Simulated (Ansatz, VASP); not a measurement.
**Sn3PbS4 in VASP and in Ansatz**

```
Sn Pb S
1.0
     6.22529   -4.14164    0.00000
     6.22529    4.14164    0.00000
    -1.23206    0.00000    4.01630
Sn Pb S
3 1 4
Direct
  0.98971 0.49687 0.06089
  0.00410 0.00410 0.39086
  0.49687 0.98971 0.06089
  0.49544 0.49544 0.39323
  0.27164 0.78161 0.93138
  0.22415 0.22415 0.61412
  0.72538 0.72538 0.61483
  0.78161 0.27164 0.93138
```

Alike in both runs: functional PBE; k mesh 4 × 4 × 8; occupations gaussian, width 0.02 eV; no spin polarisation.

Ansatz relaxed the structure, and its values are those at the end. VASP's run is a single point on that final structure, the one shown.

|  | VASP | Ansatz |
| --- | --- | --- |
| version | VASP 6.6.1 | Ansatz 0.2.0 |
| potentials or method | VASP PAW PBE potentials, release 64 (Sn_d, Pb_d, S), cutoff 500 eV | scalar-relativistic, plane waves, PAW |
| valence electrons in the cell | 80 | 80 |

```csv
,VASP,Ansatz,Ansatz less VASP
gap on the k mesh at the Fermi level (eV),0.64,0.65,+0.009
least direct gap on the mesh (eV),0.98,0.99,+0.012
pressure (GPa),-0.1,0.0,+0.05
rms of the force components (eV/Å),0.003,0.003,+0.0002
```

The functional is the same, so the differences come from potentials, cutoffs and numerics.

Spin-orbit coupling is off throughout.
